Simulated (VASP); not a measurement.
Wanted: the native input for a VASP 6.6.1 run.

| Quantity | Value |
| --- | --- |
| Task | single point |
| Functional | PBEsol |
| Potentials or basis | VASP PAW PBE potentials, release 64 (O) |
| Cutoff | 520 eV |
| k mesh | 8 × 8 × 8 |
| Occupations | gaussian, width 0.1 eV |
| Spin | collinear spin, ferromagnetic start |
| Starting moments | [1.0, 1.0] μB |
| Dipole correction | no |
| Further INCAR settings | ALGO = Normal; EDIFF = 1e-06; NBANDS = 17 |

The structure of O lies in POSCAR:

```
O
1.0
    0.0000000000      2.1075500000      3.3448500000
    1.4783500000      0.0000000000      3.3448500000
    1.4783500000      2.1075500000      0.0000000000
O
2
Direct
    0.0871000000      0.0871000000      0.9129000000
    0.9129000000      0.9129000000      0.0871000000
```

The input as run:

INCAR

```
ALGO     = Normal         # electronic algorithm
EDIFF    = 1E-6           # SCF threshold, eV
ENCUT    = 520            # plane-wave cutoff, eV
GGA      = PS             # functional
ISIF     = 2              # what is computed and relaxed
ISMEAR   = 0              # smearing method
ISPIN    = 2              # spin polarisation
LASPH    = T              # aspherical terms in the spheres
LCHARG   = T              # write CHGCAR
LELF     = T              # ELF
LORBIT   = 11             # projections on sites
LREAL    = F              # projectors in reciprocal space
LVHAR    = T            
LWAVE    = F              # write WAVECAR
MAGMOM   = 1 1            # initial moments
NBANDS   = 17             # bands
NELM     = 150            # most SCF steps
PREC     = Accurate       # precision mode
SIGMA    = 0.1            # smearing width, eV
```

KPOINTS

```
k-points
0
Gamma
  8 8 8
```

Potentials or basis: VASP PAW PBE potentials, release 64 (O).

Run with:

```sh
$ cat potpaw_PBE.64/O/POTCAR > POTCAR
$ mpirun -np 1 vasp_std > vasp.out
```

It gave:

- Pressure: 13.6 GPa
- Largest force: 5.415 eV/Å
- Band gap on the k mesh: zero (filled and empty bands overlap)
- Net moment: 0.00 μB per cell
- Valence electrons inside the program's atomic spheres: O 4.98

Caveat: the standard files for N, O and F lose accuracy on very short bonds; the cell stands under pressure; this functional lacks dispersion, which holds the molecules together, so the pressure and a relaxed volume are unreliable; the PAW data sets were made with another functional, which shifts forces and pressure a little.

It took 110 s on 1 thread of Intel(R) Xeon(R) 6975P-C (Granite Rapids), with other jobs on the host, peak memory 0.18 GiB.
